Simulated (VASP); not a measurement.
Set up this calculation in VASP 6.6.1, as the native input.

* Task: relaxation of shape and atoms at fixed volume
* Functional: PBE
* Potentials or basis: VASP PAW PBE potentials, release 64 (Co, Sn_d)
* Cutoff: 600 eV
* k mesh: 9 × 9 × 8
* Occupations: gaussian, width 0.1 eV
* Spin: no spin polarisation
* Dipole correction: no
* Further INCAR settings: ALGO = Fast; EDIFF = 1e-07; IBRION = 2; EDIFFG = -0.01; NSW = 50; ISIF = 4

The structure of CoSn lies in POSCAR:

```
CoSn
1.0
    5.4675858674      0.0000000000      0.0000000000
   -2.7337929337      4.7350682585      0.0000000000
    0.0000000000      0.0000000000      4.3667966664
Co Sn
3 3
Direct
    0.0000000000      0.5000000000      0.0000000000
    0.5000000000      0.5000000000      0.0000000000
    0.5000000000      0.0000000000      0.0000000000
    0.6666666667      0.3333333333      0.5000000000
    0.3333333333      0.6666666667      0.5000000000
    0.0000000000      0.0000000000      0.0000000000
```

One way to write it, as run:

INCAR

```
SYSTEM = CoSn
PREC     = Accurate       ! precision mode
ENCUT    = 600            ! plane-wave cutoff, eV
EDIFF    = 1E-7           ! SCF threshold, eV
ISMEAR   = 0              ! smearing method
SIGMA    = 0.1            ! smearing width, eV
LREAL    = .FALSE.        ! projectors in reciprocal space
LASPH    = .TRUE.         ! aspherical terms in the spheres
NELM     = 60             ! most SCF steps
ALGO     = Fast           ! electronic algorithm
ISIF     = 4              ! what is computed and relaxed
LWAVE    = .FALSE.        ! write WAVECAR
LCHARG   = .FALSE.        ! write CHGCAR
GGA      = PE             ! functional
IBRION   = 2              ! ionic algorithm
NSW      = 50             ! ionic steps
EDIFFG   = -0.01          ! ionic threshold
```

KPOINTS

```
regular mesh
0
G
  9 9 8
  0 0 0
```

Potentials or basis: VASP PAW PBE potentials, release 64 (Co, Sn_d).

Command:

```bash
$ cat potpaw_PBE.64/Co/POTCAR potpaw_PBE.64/Sn_d/POTCAR > POTCAR
$ mpirun -np 1 vasp_std > vasp.out
```

It gave:

```
Pressure after relaxing : -9.7 GPa
Band gap on the k mesh  : zero (an odd number of electrons rules out a gap without spin polarisation)
```

Caveat: spin-orbit coupling is left out, which moves the levels of the heavy elements; the run has no spin polarisation, though such a crystal can be magnetic.

Run time: 4.3 min on 1 thread of Intel(R) Xeon(R) 6975P-C (Granite Rapids), on a shared host, peak memory 0.45 GiB.
